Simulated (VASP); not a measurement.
# Sb (R-3m) in VASP: single point with PBEsol

Aim: the single point of Sb with PBEsol.

Everything below comes from runs of VASP 6.6.1. Logs are shortened: lines on timing, memory, paths and dates and some standing lists are left out, and cuts for length are marked.

### Step 1. The cell of the first run

The structure is trigonal, space group R-3m (No. 166). The conventional cell has a = 4.301 Å, b = 4.301 Å, c = 11.232 Å, α = 90.00°, β = 90.00°, γ = 120.00°. Sb (site symmetry 3m) has 6 Sb at 2.90 to 3.34 Å within 3.8 Å.

### Step 2. Single point, PBEsol

File INCAR:

```
SYSTEM = Sb
PREC = Accurate
ENCUT = 520
EDIFF = 1E-6
ISMEAR = 0
SIGMA = 0.1
LREAL = Auto
LASPH = .True.
NELM = 80
ALGO = Normal
ISIF = 2
LWAVE = .False.
LCHARG = .True.
GGA = PS
LELF = .True.
LVHAR = .True.
ISYM = 0
NBANDS = 54
```

File KPOINTS:

```
Automatic mesh
0
Gamma
  2 2 2
  0.5 0.5 0.5
```

File POSCAR:

```
Sb
1.0
    8.6024013279      0.0000000000      0.0000000000
    4.3012006639      7.4498980835      0.0000000000
    4.3012006639      2.4832993612      7.4880000000
Sb
16
Direct
    0.8831800000      0.8831800000      0.3504600000
    0.3831800000      0.8831800000      0.3504600000
    0.8831800000      0.3831800000      0.3504600000
    0.8831800000      0.8831800000      0.8504600000
    0.3831800000      0.3831800000      0.3504600000
    0.3831800000      0.8831800000      0.8504600000
    0.8831800000      0.3831800000      0.8504600000
    0.3831800000      0.3831800000      0.8504600000
    0.6168200000      0.6168200000      0.1495400000
    0.1168200000      0.6168200000      0.1495400000
    0.6168200000      0.1168200000      0.1495400000
    0.6168200000      0.6168200000      0.6495400000
    0.1168200000      0.1168200000      0.1495400000
    0.1168200000      0.6168200000      0.6495400000
    0.6168200000      0.1168200000      0.6495400000
    0.1168200000      0.1168200000      0.6495400000
```

Potentials or basis: VASP PAW PBE potentials, release 64 (Sb).

The run is started by

```bash
> cat potpaw_PBE.64/Sb/POTCAR > POTCAR
> mpirun -np 1 vasp_std > vasp.out
```

OUTCAR:

```text
SYSTEM = Sb
   PREC = Accurate
   ENCUT = 520
   EDIFF = 1E-6
   ISMEAR = 0
   LREAL = Auto
   LASPH = .True.
   NELM = 80
   ISIF = 2
   GGA = PS
   ISYM = 0

 ion  position               nearest neighbor table
   1  0.883  0.883  0.350-  13 2.90  11 2.90  10 2.90  14 3.34  12 3.34  15 3.34
   2  0.383  0.883  0.350-  11 2.90  13 2.90   9 2.90  12 3.34  14 3.34  16 3.34
   3  0.883  0.383  0.350-  10 2.90   9 2.90  13 2.90  16 3.34  15 3.34  12 3.34
   4  0.883  0.883  0.850-  16 2.90  15 2.90  14 2.90  10 3.34   9 3.34  11 3.34
   5  0.383  0.383  0.350-   9 2.90  10 2.90  11 2.90  15 3.34  16 3.34  14 3.34
   6  0.383  0.883  0.850-  15 2.90  16 2.90  12 2.90   9 3.34  10 3.34  13 3.34
[... 8 lines left out ...]
  15  0.617  0.117  0.650-   6 2.90   4 2.90   8 2.90   5 3.34   3 3.34   1 3.34
  16  0.117  0.117  0.650-   4 2.90   6 2.90   7 2.90   3 3.34   5 3.34   2 3.34

IMPORTANT INFORMATION: All symmetrisations will be switched off!
NOSYMM: (Re-)initialisation of all symmetry stuff for point group C_1.

----------------------------------------------------------------------------------------

                                     Primitive cell

  volume of cell :     479.8836

  direct lattice vectors                    reciprocal lattice vectors
     8.602401328  0.000000000  0.000000000     0.116246611 -0.067115012 -0.044515670
     4.301200664  7.449898083  0.000000000     0.000000000  0.134230024 -0.044515670
     4.301200664  2.483299361  7.488000000     0.000000000  0.000000000  0.133547009

  length of vectors
     8.602401328  8.602401328  8.985390747     0.141419038  0.141419038  0.133547009

  position of ions in fractional coordinates (direct lattice)
     0.883180000  0.883180000  0.350460000
     0.383180000  0.883180000  0.350460000
     0.883180000  0.383180000  0.350460000
     0.883180000  0.883180000  0.850460000
     0.383180000  0.383180000  0.350460000
     0.383180000  0.883180000  0.850460000
[... 8 lines left out ...]
     0.616820000  0.116820000  0.649540000
     0.116820000  0.116820000  0.649540000

  ion indices of the primitive-cell ions
   primitive index   ion index
                 1           1
                 2           2
                 3           3
                 4           4
                 5           5
                 6           6
[... 8 lines left out ...]
                15          15
                16          16

----------------------------------------------------------------------------------------

 KPOINTS: Automatic mesh

Automatic generation of k-mesh.
 Grid dimensions read from file:
 generate k-points for:    2    2    2

 Generating k-lattice:

  Cartesian coordinates                     Fractional coordinates (reciprocal lattice)
     0.058123305 -0.033557506 -0.022257835     0.500000000 -0.000000000  0.000000000
     0.000000000  0.067115012 -0.022257835     0.000000000  0.500000000  0.000000000
     0.000000000  0.000000000  0.066773504     0.000000000  0.000000000  0.500000000

  Length of vectors
     0.070709519  0.070709519  0.066773504

  Shift w.r.t. Gamma in fractional coordinates (k-lattice)
     0.500000000  0.500000000  0.500000000

 Subroutine IBZKPT returns following result:
 ===========================================

 Found     12 irreducible k-points:

 Following reciprocal coordinates:
            Coordinates               Weight
  0.250000  0.250000  0.250000      2.000000
  0.000000  0.250000  0.000000      2.000000
 -0.250000  0.000000  0.000000      2.000000
 -0.250000  0.250000  0.250000      2.000000
  0.500000  0.250000 -0.000000      2.000000
 -0.250000  0.500000  0.000000      2.000000
 -0.250000  0.250000 -0.250000      2.000000
  0.500000  0.250000  0.500000      2.000000
 -0.250000  0.500000  0.500000      2.000000
 -0.250000 -0.250000  0.250000      2.000000
  0.000000 -0.250000  0.500000      2.000000
  0.250000 -0.000000  0.500000      2.000000
   k-points           NKPTS =     12   k-points in BZ     NKDIM =     12   number of bands    NBANDS=     54
   number of dos      NEDOS =    301   number of ions     NIONS =     16
   total plane-waves  NPLWV = 286720
   dimension x,y,z NGX =    64 NGY =   64 NGZ =   70
   dimension x,y,z NGXF=   128 NGYF=  128 NGZF=  140
   ions per type =              16
   NGX,Y,Z   is equivalent  to a cutoff of  12.37, 12.37, 12.95 a.u.
   NGXF,Y,Z  is equivalent  to a cutoff of  24.74, 24.74, 25.90 a.u.
 SYSTEM =  Sb
   PREC   = accura    normal or accurate (medium, high low for compatibility)
   ISTART =      0    job   : 0-new  1-cont  2-samecut
   ICHARG =      2    charge: 1-file 2-atom 10-const
   ISPIN  =      1    spin polarized calculation?
   LNONCOLLINEAR =      F non collinear calculations
   LSORBIT =      F    spin-orbit coupling
   LASPH  =      T    aspherical Exc in radial PAW
   ENCUT  =  520.0 eV  38.22 Ry    6.18 a.u.  15.99 15.99 16.71*2*pi/ulx,y,z
   NELM   =     80;   NELMIN=  2; NELMDL= -5     # of ELM steps
   EDIFF  = 0.1E-05   stopping-criterion for ELM
   LREAL  =      T    real-space projection
   EDIFFG = 0.1E-04   stopping-criterion for IOM
   NSW    =      0    number of steps for IOM
   IBRION =     -1    ionic relax: 0-MD 1-quasi-New 2-CG
   NFREE  =      0    steps in history (QN), initial steepest desc. (CG)
   ISIF   =      2    stress and relaxation
   ISYM   =      0    0-nonsym 1-usesym 2-fastsym
   POTIM  = 0.5000    time-step for ionic-motion
   TEBEG  =    0.0;   TEEND  =   0.0 temperature during run
   PSTRESS=    0.0 pullay stress
   NELECT =      80.0000    total number of electrons
   NUPDOWN=      -1.0000    fix difference up-down
   EMIN   =  10.00;   EMAX   =-10.00  energy-range for DOS
   EFERMI =   0.00;   METHOD = LEGACY
   ISMEAR =     0;   SIGMA  =   0.10  broadening in eV -4-tet -1-fermi 0-gaus
   EFERMI_NEDOS =   21; number of points for ismear=-14 and -15
   IALGO  =     38    algorithm
   IMIX   =      4    mixing-type and parameters
     AMIX     =   0.40;   BMIX     =  1.00
     AMIX_MAG =   1.60;   BMIX_MAG =  1.00
  volume/ion in A,a.u.               =      29.99       202.40
  Fermi-wavevector in a.u.,A,eV,Ry     =   0.901003  1.702649 11.045295  0.811806
  Thomas-Fermi vector in A             =   2.024030
   LORBIT       =      0    0 simple, 1 ext, 2 COOP (PROOUT), +10 PAW based schemes
   GGA     = PS    functional components
   LHFCALC =     F    Hartree Fock is set to
   AEXX    =    0.0000 exact exchange contribution
   IVDW    =     0    specifies the selected vdW correction
   LEPSILON=     F    determine dielectric tensor
   LRPA    =     F    only Hartree local field effects (RPA)
 non-spin polarized calculation
 Gauss-broadening in eV      SIGMA  =   0.10
  energy-cutoff  :      520.00
  volume of cell :      479.88
 maximum number of plane-waves:     12934
   NGX = 31   NGY = 31   NGZ = 33

 number of electron      79.9999994 magnetization

 Free energy of the ion-electron system (eV)
  ---------------------------------------------------
  ext. energy  EPLUGINS =         0.00000000
  ---------------------------------------------------
  free energy    TOTEN  =       -72.86732315 eV

  energy without entropy =      -72.86348626  energy(sigma->0) =      -72.86540470

 E-fermi :   7.3901     XC(G=0):  -9.6945

 val. band max:        7.2469074373   @ k =  -0.2500  -0.2500   0.2500
 cond. band min:       7.5534613094   @ k =   0.5000   0.2500  -0.0000
 fundamental gap:      0.3065538720
 Fermi energy:         7.3901260831

 k-point     1 :       0.2500    0.2500    0.2500
  band No.  band energies     occupation
      1      -5.3949      2.00000
      2      -4.0428      2.00000
      3      -3.9333      2.00000
      4      -3.3641      2.00000
      5      -3.2837      2.00000
      6      -3.2837      2.00000
[... 44 lines left out ...]
     51       9.1806      0.00000
     52       9.2613      0.00000

 k-point     2 :       0.0000    0.2500    0.0000
  band No.  band energies     occupation
      1      -5.3949      2.00000
      2      -4.0428      2.00000
      3      -3.9333      2.00000
      4      -3.3641      2.00000
      5      -3.2837      2.00000
      6      -3.2837      2.00000
[... 44 lines left out ...]
     51       9.1807      0.00000
     52       9.2613      0.00000

 k-point     3 :      -0.2500    0.0000    0.0000
  band No.  band energies     occupation
      1      -5.3949      2.00000
      2      -4.0428      2.00000
      3      -3.9333      2.00000
      4      -3.3641      2.00000
      5      -3.2837      2.00000
      6      -3.2837      2.00000
[... 44 lines left out ...]
     51       9.1806      0.00000
     52       9.2613      0.00000
[... 386 lines left out ...]
 k-point    11 :       0.0000   -0.2500    0.5000
  band No.  band energies     occupation
      1      -5.0252      2.00000
      2      -4.6738      2.00000
      3      -4.0934      2.00000
      4      -3.6190      2.00000
      5      -3.6190      2.00000
      6      -3.1983      2.00000
[... 44 lines left out ...]
     51       9.6016      0.00000
     52       9.6197      0.00000

 k-point    12 :       0.2500   -0.0000    0.5000
  band No.  band energies     occupation
      1      -5.0252      2.00000
      2      -4.6738      2.00000
      3      -4.0934      2.00000
      4      -3.6190      2.00000
      5      -3.6190      2.00000
      6      -3.1983      2.00000
[... 44 lines left out ...]
     51       9.6016      0.00000
     52       9.6197      0.00000
 [bands above 52 left out]

------------------------ aborting loop because EDIFF is reached ----------------------------------------

  FORCE on cell =-STRESS in cart. coord.  units (eV):
  Direction    XX          YY          ZZ          XY          YZ          ZX
  --------------------------------------------------------------------------------------
  -------------------------------------------------------------------------------------
  Total        2.1620302      2.1005802      0.6389546      0.0532156      0.0081301      0.0140866
  in kB        7.2183255      7.0131637      2.1332645      0.1776698      0.0271438      0.0470308
  external PRESSURE =       5.4549179 kB  Pullay stress =       0.0000000 kB

 VOLUME and BASIS-vectors are now :
 -----------------------------------------------------------------------------
  energy-cutoff  :      520.00
  volume of cell :      479.88
      direct lattice vectors                 reciprocal lattice vectors
     8.602401328  0.000000000  0.000000000     0.116246611 -0.067115012 -0.044515670
     4.301200664  7.449898083  0.000000000     0.000000000  0.134230024 -0.044515670
     4.301200664  2.483299361  7.488000000     0.000000000  0.000000000  0.133547009

 POSITION                                       TOTAL-FORCE (eV/Angst)
 -----------------------------------------------------------------------------------
     12.90360      7.44990      2.62424         0.001529      0.000883      0.274185
      8.60240      7.44990      2.62424         0.001530      0.000883      0.274184
     10.75300      3.72495      2.62424         0.001530      0.000884      0.274186
     15.05420      8.69155      6.36824         0.001530      0.000883      0.274186
      6.45180      3.72495      2.62424         0.001530      0.000883      0.274186
     10.75300      8.69155      6.36824         0.001530      0.000884      0.274186
[... 8 lines left out ...]
      8.60240      2.48330      4.86376        -0.001530     -0.000885     -0.274185
      4.30120      2.48330      4.86376        -0.001530     -0.000883     -0.274184
 -----------------------------------------------------------------------------------
    total drift:                               -0.000001      0.000000      0.000000

  FREE ENERGIE OF THE ION-ELECTRON SYSTEM (eV)
  ---------------------------------------------------
  free  energy   TOTEN  =       -72.8673231515 eV

  energy  without entropy=      -72.8634862563  energy(sigma->0) =      -72.86540470
```

Wall time 4.7 min (1 thread of Intel Xeon Platinum 8488C (Sapphire Rapids), shared host); peak memory 0.65 GiB.

What came out:

| Item | Value |
| --- | --- |
| Free energy | -72.8673 eV |
| Pressure | 0.5 GPa |
| Largest force | 0.274 eV/Å |
| Band gap on the k mesh | 0.31 eV |

Forces in eV/Å, atoms in the order of the input:
```
Sb   0.002  0.001  0.274
Sb   0.002  0.001  0.274
Sb   0.002  0.001  0.274
Sb   0.002  0.001  0.274
Sb   0.002  0.001  0.274
Sb   0.002  0.001  0.274
Sb   0.002  0.001  0.274
Sb   0.002  0.001  0.274
Sb  -0.002 -0.001 -0.274
Sb  -0.002 -0.001 -0.274
Sb  -0.002 -0.001 -0.274
Sb  -0.002 -0.001 -0.274
Sb  -0.002 -0.001 -0.274
Sb  -0.002 -0.001 -0.274
Sb  -0.002 -0.001 -0.274
Sb  -0.002 -0.001 -0.274
```

Levels at points of the mesh, in eV from the valence-band top:
```
           k point  band 36  band 37  band 38  band 39  band 40  band 41  band 42  band 43  band 44  band 45
(0.25, 0.25, 0.25)    -1.55    -1.52    -1.52    -1.07    -0.73     0.38     0.49     0.73     0.90     0.90
```

Caveat: the PAW data sets were made with another functional, which shifts forces and pressure a little; spin-orbit coupling is left out, which moves the levels of the heavy elements. A k mesh can miss the band edges.
